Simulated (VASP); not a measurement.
**Cu: single point with r2SCAN**

The system is Cu.

```
CELL_PARAMETERS angstrom
-1.47886 1.47886 1.41048
1.47886 -1.47886 1.41048
1.47886 1.47886 -1.41048
ATOMIC_POSITIONS crystal
Cu 0.00000 0.00000 0.00000
```

This cell differs from its parent crystal: strain +0.025 along x and y, +0.025 along z.

```json
{
  "Program": "VASP 6.6.1",
  "Task": "single point",
  "Functional": "r2SCAN",
  "Potentials or basis": "VASP PAW PBE potentials, release 64 (Cu)",
  "Cutoff": "520 eV",
  "k mesh": "24 × 24 × 24",
  "Occupations": "gaussian, width 0.15 eV",
  "Spin": "no spin polarisation"
}
```

The pressure is -9.1 GPa. The band gap on the k mesh is zero (an odd number of electrons rules out a gap without spin polarisation).

Stress tensor (GPa, compression positive):
```
-8.97  0.00  0.00
 0.00 -8.97  0.00
 0.00  0.00 -9.27
```

Levels at points of the mesh, in eV from the Fermi level:
```csv
k point,band 4,band 5,band 6,band 7,band 8,band 9
"(0.00, 0.00, 0.00)",-3.01,-2.23,-2.05,25.09,25.09,26.38
"(0.50, 0.00, 0.00)",-1.95,-1.42,-0.36,4.54,17.47,17.50
"(0.50, 0.50, 0.00)",-2.08,-1.44,-0.72,4.02,18.75,18.87
"(0.50, 0.50, 0.50)",-1.60,-1.55,7.86,7.87,9.70,13.17
```

Wall time 16 min on 1 thread of Intel Xeon 8259CL, on a shared host, peak memory 0.26 GiB.

Caveat: the cell differs from its parent crystal (strain +0.025 along x and y, +0.025 along z); the cell stands under tension; the PAW data sets were made with another functional, which shifts forces and pressure a little.
